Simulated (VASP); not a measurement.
A run of VASP 6.6.1 is set up as follows.

Contents of INCAR:

```
PREC = Accurate
ENCUT = 600
EDIFF = 1E-6
ISMEAR = -1
SIGMA = 0.05
LREAL = False
LASPH = True
NELM = 60
ALGO = Normal
ISIF = 3
LWAVE = False
LCHARG = False
GGA = B5
ALDAX = 1.0
AGGAX = 1.0
AGGAC = 1.0
ALDAC = 0.0
IBRION = 2
NSW = 60
EDIFFG = -0.01
```

The input KPOINTS:

```
Automatic mesh
0
Gamma
  10 10 8
```

Contents of POSCAR:

```
TiB2
1.0
    3.0292000000      0.0000000000      0.0000000000
   -1.5146000000      2.6233641531      0.0000000000
    0.0000000000      0.0000000000      3.2284000000
Ti B
1 2
Direct
    0.0000000000      0.0000000000      0.0000000000
    0.6666666667      0.3333333333      0.5000000000
    0.3333333333      0.6666666667      0.5000000000
```

Potentials or basis: VASP PAW PBE potentials, release 64 (Ti_sv, B).

Launch:

```sh
$ cat potpaw_PBE.64/Ti_sv/POTCAR potpaw_PBE.64/B/POTCAR > POTCAR
$ mpirun -np 1 vasp_std > vasp.out
```

(1) Predict the space group after relaxing (to 0.1 Å).

(2) Predict the relaxed cell.

(3) Predict the band gap on the k mesh.

## Answers

(1) P6/mmm (No. 191).

(2) a = 3.043 Å, b = 3.043 Å, c = 3.296 Å, α = 90.00°, β = 90.00°, γ = 120.00°.

(3) zero (bands 9 and 10 overlap by 0.31 eV).
